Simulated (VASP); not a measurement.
Wanted: the native input for a VASP 6.6.1 run.

* Task: dielectric tensor
* Functional: r2SCAN
* Potentials or basis: VASP PAW PBE potentials, release 64 (B, N)
* Cutoff: 520 eV
* k mesh: 10 × 10 × 10
* Occupations: gaussian, width 0.01 eV
* Spin: no spin polarisation
* Dipole correction: no
* Further INCAR settings: ALGO = Normal; EDIFF = 1e-08

The structure of BN lies in POSCAR:

```
BN
1.0
    0.0000000000      1.8228737197      1.8228737197
    1.8228737197      0.0000000000      1.8228737197
    1.8228737197      1.8228737197      0.0000000000
B N
1 1
Direct
    0.0000000000      0.0000000000      0.0000000000
    0.2500000000      0.2500000000      0.2500000000
```

This cell differs from its parent crystal: strain +1.0%.

The input as run:

INCAR

```
SYSTEM = BN
PREC = Accurate ; ENCUT = 520
EDIFF = 1E-8 ; ISMEAR = 0
SIGMA = 0.01 ; LREAL = .False.
LASPH = .True. ; NELM = 100
ALGO = Normal ; ISIF = 2
LWAVE = .False. ; LCHARG = .False.
METAGGA = R2SCAN ; LMIXTAU = .True.
LCALCEPS = .True.
```

KPOINTS

```
regular mesh
0
Gamma
  10 10 10
  0 0 0
```

Potentials or basis: VASP PAW PBE potentials, release 64 (B, N).

Launch:

```bash
$ cat potpaw_PBE.64/B/POTCAR potpaw_PBE.64/N/POTCAR > POTCAR
$ mpirun -np 1 vasp_std > vasp.out
```

It gave:

```yaml
Band_gap_on_the_k_mesh: 4.94 eV (least direct gap 9.40 eV)
Electronic_dielectric_tensor_diagonal: 4.56
Born_charges_mean_of_the_diagonal: B +2.04; N -2.04 e
```

Caveat: the cell differs from its parent crystal (strain +1.0%).

It took 8.9 min on 1 thread of Intel(R) Xeon(R) 6975P-C (Granite Rapids), with other jobs on the host, peak memory 0.24 GiB.
